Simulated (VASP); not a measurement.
As, 2 atoms in the cell. It takes space group R-3m (No. 166, trigonal). Conventional cell: a = 3.760 Å, b = 3.760 Å, c = 10.457 Å, α = 90.00°, β = 90.00°, γ = 120.00°. Within 3.3 Å of As (site symmetry 3m) lie 6 As at 2.52 to 3.10 Å. 

| Property | Result |
| --- | --- |
| Program | VASP 6.6.1 |
| Task | single point |
| Functional | PBE |
| Dispersion | D3(BJ) |
| Potentials or basis | VASP PAW PBE potentials, release 64 (As_d) |
| Cutoff | 510 eV |
| k mesh | 6 × 6 × 6 |
| Occupations | gaussian, width 0.1 eV |
| Spin | no spin polarisation |
| Dipole correction | no |
| Further INCAR settings | ALGO = Normal; EDIFF = 1e-06; NBANDS = 22 |

Potentials or basis: VASP PAW PBE potentials, release 64 (As_d).

Run with:

```console
$ cat potpaw_PBE.64/As_d/POTCAR > POTCAR
$ mpirun -np 1 vasp_std > vasp.out
```

Hardware: 1 thread of AMD EPYC 9R45 (Zen 5), on a shared host.

Problem. Estimate the wall time of this run.

Solution. It took 15 s on 1 thread of AMD EPYC 9R45 (Zen 5), with other jobs on the host, peak memory 0.15 GiB. Counts: scf iterations 11, k points 32.
